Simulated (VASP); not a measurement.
Input of a VASP 6.6.1 run:

POSCAR

```
Pd
1.0
    0.0000000000      1.9465000000      1.9465000000
    1.9465000000      0.0000000000      1.9465000000
    1.9465000000      1.9465000000      0.0000000000
Pd
1
Direct
    0.0000000000      0.0000000000      0.0000000000
```

Contents of INCAR.step1:

```
  PREC = Accurate
  ENCUT = 520
  ISMEAR = -1
  SIGMA = 0.05
  LREAL = False
  LASPH = True
  NELM = 60
  NBANDS = 11
  GGA = PE
  ALGO = Normal
  EDIFF = 1E-4
  LWAVE = True
  LCHARG = False
```

The input INCAR.step2:

```
  PREC = Accurate
  ENCUT = 520
  EDIFF = 1E-6
  ISMEAR = -1
  SIGMA = 0.05
  LREAL = False
  LASPH = True
  NELM = 60
  ALGO = Normal
  ISIF = 2
  LWAVE = False
  LCHARG = False
  METAGGA = R2SCAN
  LMIXTAU = True
  NBANDS = 11
  ISTART = 1
```

The input KPOINTS:

```
Automatic mesh
0
Gamma
  10 10 10
```

Potentials or basis: VASP PAW PBE potentials, release 64 (Pd).

Run with:

```sh
$ cat potpaw_PBE.64/Pd/POTCAR > POTCAR
$ cp INCAR.step1 INCAR
$ mpirun -np 1 vasp_std > vasp.out
$ cp INCAR.step2 INCAR
$ mpirun -np 1 vasp_std > vasp.out
```

Task: What does it give for the pressure?

Result: 2.7 GPa.

Task: What does it give for the band gap on the k mesh?

Result: Zero (band 5 reaches 9.93 eV, above the bottom of band 6 at 8.26 eV).

Caveat: the PAW data sets were made with another functional, which shifts forces and pressure a little.
